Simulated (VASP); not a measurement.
Wanted: the native input for a VASP 6.6.1 run.

```
Task                   : single point
Functional             : PBE
Dispersion             : D3(BJ)
Potentials or basis    : VASP PAW PBE potentials, release 64 (Ga_d, Sb)
Cutoff                 : 520 eV
k mesh                 : 10 × 10 × 10
Occupations            : gaussian, width 0.15 eV
Spin                   : no spin polarisation
Dipole correction      : no
Further INCAR settings : ALGO = Normal; EDIFF = 1e-06; NBANDS = 22
```

The structure of GaSb3 lies in POSCAR:

```
GaSb3
1.0
    0.0000000000      3.6481278280      3.6481278280
    3.6481278280      0.0000000000      3.6481278280
    3.6481278280      3.6481278280      0.0000000000
Ga Sb
1 3
Direct
    0.0372793955     -0.0372793955     -0.0372793955
    0.2458517840      0.2541482160      0.2541482160
    0.7211815958      0.7788184042      0.7788184042
    0.5116194513      0.4883805487      0.4883805487
```

This cell differs from its parent crystal: atoms displaced along a vibrational mode.

The input as run:

INCAR

```
SYSTEM = GaSb3
  ALGO = Normal
  EDIFF = 1E-6
  ENCUT = 520
  GGA = PE
  ISIF = 2
  ISMEAR = 0
  IVDW = 12
  LASPH = .TRUE.
  LCHARG = .TRUE.
  LELF = .TRUE.
  LREAL = .FALSE.
  LVHAR = .TRUE.
  LWAVE = .FALSE.
  NBANDS = 22
  NELM = 100
  PREC = Accurate
  SIGMA = 0.15
```

KPOINTS

```
k-points
0
G
  10 10 10
  0 0 0
```

Potentials or basis: VASP PAW PBE potentials, release 64 (Ga_d, Sb).

Run with:

```bash
$ cat potpaw_PBE.64/Ga_d/POTCAR potpaw_PBE.64/Sb/POTCAR > POTCAR
$ mpirun -np 1 vasp_std > vasp.out
```

It gave:

```yaml
Pressure: 1.7 GPa
Largest_force: 0.672 eV/Å
Band_gap_on_the_k_mesh: zero (bands 14 and 15 overlap by 3.31 eV)
Dispersion_energy_per_atom: -0.479 eV
```

Caveat: the cell differs from its parent crystal (atoms displaced along a vibrational mode); spin-orbit coupling is left out, which moves the levels of the heavy elements.

It took 7.8 min on 1 thread of Intel Xeon 8259CL (shared host), peak memory 0.5 GiB.
